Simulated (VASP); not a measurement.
Al3Ir2: single point with PBE

Al3Ir2:

```xyz
5
Lattice="0.0000 4.0288 5.7267 2.2020 0.0000 5.7267 2.2020 4.0288 0.0000" Properties=species:S:1:pos:R:3 pbc="T T T"
Al    2.2020    4.0288    3.6424
Al    2.2020    4.0288    7.8111
Al    0.0000    0.0000    0.0000
Ir    2.2020    2.6519    5.7267
Ir    2.2020    5.4057    5.7267
```

The cell was generated, and may not be a known phase.

* Program: VASP 6.6.1
* Task: single point
* Functional: PBE
* Potentials or basis: VASP PAW PBE potentials, release 64 (Al, Ir)
* Cutoff: 520 eV
* k mesh: 6 × 6 × 6
* Occupations: gaussian, width 0.1 eV
* Spin: collinear spin
* Starting moments: [0.0, 0.0, 0.0, 1.0, 1.0] μB
* Dipole correction: no
* Further INCAR settings: ALGO = Normal; EDIFF = 1e-06; NBANDS = 26

```yaml
Pressure: 0.1 GPa
Largest_force: 0.024 eV/Å
Net_moment: 0.00 μB per cell
Valence_electrons_inside_the_program's_atomic_spheres: Al 0.79, 0.77 (each value once); Ir 8.49
```

Forces on the atoms (eV/Å):
```
Al   0.000  0.000 -0.011
Al   0.000  0.000  0.011
Al   0.000  0.000  0.000
Ir   0.000 -0.024  0.000
Ir   0.000  0.024  0.000
```

Stress tensor (GPa, compression positive):
```
 0.16  0.00  0.00
 0.00  0.09  0.00
 0.00  0.00 -0.06
```

Levels at points of the mesh, in eV from the Fermi level:
Spin up:
```
           k point  band 11  band 12  band 13  band 14  band 15  band 16
(0.00, 0.00, 0.00)    -1.82    -1.82    -1.74     1.59     2.45     2.78
(0.50, 0.00, 0.00)    -1.58    -1.06    -1.00    -0.82     0.03     1.61
(0.50, 0.50, 0.00)    -1.92    -1.48     0.98     1.20     1.60     2.60
(0.50, 0.00, 0.50)    -1.39    -0.58    -0.41     0.00     0.80     0.97
(0.00, 0.50, 0.50)    -1.45    -1.39    -1.16    -0.57     0.02     2.32
```
Spin down:
| k point | band 9 | band 10 | band 11 | band 12 | band 13 | band 14 | band 15 | band 16 | band 17 | band 18 |
| --- | --- | --- | --- | --- | --- | --- | --- | --- | --- | --- |
| (0.00, 0.00, 0.00) | -2.47 | -2.08 | -1.82 | -1.82 | -1.74 | 1.59 | 2.45 | 2.78 | 2.97 | 3.15 |
| (0.50, 0.00, 0.00) | -2.72 | -1.66 | -1.58 | -1.06 | -1.00 | -0.82 | 0.03 | 1.61 | 1.68 | 2.92 |
| (0.50, 0.50, 0.00) | -3.17 | -2.01 | -1.92 | -1.48 | 0.98 | 1.20 | 1.60 | 2.60 | 3.18 | 3.75 |
| (0.50, 0.00, 0.50) | -2.08 | -1.58 | -1.39 | -0.58 | -0.41 | 0.00 | 0.80 | 0.97 | 1.26 | 1.35 |
| (0.00, 0.50, 0.50) | -2.76 | -2.52 | -1.45 | -1.39 | -1.16 | -0.57 | 0.02 | 2.32 | 2.34 | 3.82 |

It took 9.1 min on 1 thread of AMD EPYC 9755 128-Core Processor (shared host), peak memory 0.43 GiB.

Caveat: spin-orbit coupling is left out, which moves the levels of the heavy elements.
